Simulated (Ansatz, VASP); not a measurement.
## Two plane-wave programs on AlN

```
Al N
1.0
     0.00000    2.03452    2.03452
     2.03452    0.00000    2.03452
     2.03452    2.03452    0.00000
Al N
1 1
Direct
  0.50000 0.50000 0.50000
  0.00000 0.00000 0.00000
```

Alike in both runs: functional PBEsol; k mesh 2 × 2 × 2; occupations gaussian, width 0.1 eV; no spin polarisation.

Ansatz relaxed the structure, and its values are those at the end. VASP's run is a single point on that final structure, the one shown.

```csv
,VASP,Ansatz
version,VASP 6.6.1,Ansatz 0.2.0
potentials or method,"VASP PAW PBE potentials, release 64 (Al, N), cutoff 600 eV","scalar-relativistic, plane waves, PAW"
valence electrons in the cell,8,8
```

|  | VASP | Ansatz | Ansatz less VASP |
| --- | --- | --- | --- |
| gap on the k mesh at the Fermi level (eV) | 3.73 | 3.74 | +0.005 |
| least direct gap on the mesh (eV) | 5.18 | 5.15 | -0.022 |
| pressure (GPa) | 1.7 | 1.9 | +0.16 |

VASP's potentials were made for PBE, not for PBEsol. Ansatz's warnings: stress scf threshold loose.

The k mesh is coarse, so the values compare programs but aren't converged.
